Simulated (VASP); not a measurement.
Input of a VASP 6.6.1 run:

The input INCAR:

```
SYSTEM = HfN
PREC = Accurate
ENCUT = 520
EDIFF = 1E-6
ISMEAR = -1
SIGMA = 0.03
LREAL = .False.
LASPH = .True.
NELM = 100
ALGO = Normal
ISIF = 2
LWAVE = .False.
LCHARG = .False.
GGA = PS
NBANDS = 14
```

KPOINTS

```
Automatic mesh
0
Gamma
  10 10 10
  0 0 0
```

File POSCAR:

```
HfN
1.0
    0.0000000000      2.2590000000      2.2590000000
    2.2590000000      0.0000000000      2.2590000000
    2.2590000000      2.2590000000      0.0000000000
Hf N
1 1
Direct
    0.0000000000      0.0000000000      0.0000000000
    0.5000000000      0.5000000000      0.5000000000
```

Potentials or basis: VASP PAW PBE potentials, release 64 (Hf_pv, N).

Command:

```console
$ cat potpaw_PBE.64/Hf_pv/POTCAR potpaw_PBE.64/N/POTCAR > POTCAR
$ mpirun -np 1 vasp_std > vasp.out
```

**Question.** What does it give for the pressure?

**Answer.** -5.2 GPa.

Caveat: the PAW data sets were made with another functional, which shifts forces and pressure a little.
